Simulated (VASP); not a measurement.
## Sb: single point with PBE

Sb:

```
CELL_PARAMETERS angstrom
0.00000 3.40258 3.40258
3.40258 0.00000 3.40258
3.40258 3.40258 0.00000
ATOMIC_POSITIONS crystal
Sb 0.12500 0.12500 0.12500
Sb 0.87500 0.87500 0.87500
```

This cell differs from its parent crystal: volume scaled by 0.92.

```json
{
  "Program": "VASP 6.6.1",
  "Task": "single point",
  "Functional": "PBE",
  "Potentials or basis": "VASP PAW PBE potentials, release 64 (Sb)",
  "Cutoff": "520 eV",
  "k mesh": "9 × 9 × 9",
  "Occupations": "fermi-dirac, width 0.1 eV",
  "Spin": "no spin polarisation"
}
```

The pressure is 3.1 GPa and the band gap on the k mesh is zero (band 5 reaches 5.16 eV, above the bottom of band 6 at 4.19 eV).

Levels at points of the mesh, in eV from the Fermi level:
| k point | band 1 | band 2 | band 3 | band 4 | band 5 | band 6 | band 7 | band 8 | band 9 | band 10 |
| --- | --- | --- | --- | --- | --- | --- | --- | --- | --- | --- |
| (0.00, 0.00, 0.00) | -11.89 | -4.99 | -1.87 | -1.87 | -1.87 | 0.50 | 0.50 | 0.50 | 3.96 | 6.40 |

It took 28 s on 1 thread of AMD EPYC 7R13 Processor (Zen 3), on a shared host, peak memory 0.18 GiB.

Caveat: spin-orbit coupling is left out, which moves the levels of the heavy elements.
